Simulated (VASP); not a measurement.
CaS:

```
CELL_PARAMETERS angstrom
0.00000 2.84300 2.84300
2.84300 0.00000 2.84300
2.84300 2.84300 0.00000
ATOMIC_POSITIONS crystal
Ca 0.00000 0.00000 0.00000
S 0.50000 0.50000 0.50000
```

Base run:

* Program: VASP 6.6.1
* Functional: PBE
* Potentials or basis: VASP PAW PBE potentials, release 64 (Ca_sv, S)
* Cutoff: 500 eV
* k mesh: 7 × 7 × 7
* Occupations: fermi-dirac, width 0.01 eV
* Spin: no spin polarisation

Its results: band gap on the k mesh 2.41 eV, indirect (least direct gap 3.20 eV); pressure 1.0 GPa.

After a change of settings the same cell gave: band gap on the k mesh 2.20 eV, indirect (least direct gap 3.00 eV); pressure -3.6 GPa. Which change was it?
A. functional from PBE to PBEsol
B. cutoff from 500 eV to 400 eV; further incar settings from ALGO = Normal; EDIFF = 1e-06; NBANDS = 15 to ALGO = Normal; EDIFF = 1e-08; NBANDS = 15
C. functional from PBE to LDA; potentials or basis from VASP PAW PBE potentials, release 64 (Ca_sv, S) to VASP PAW LDA potentials, release 64 (Ca_sv, S)

C.
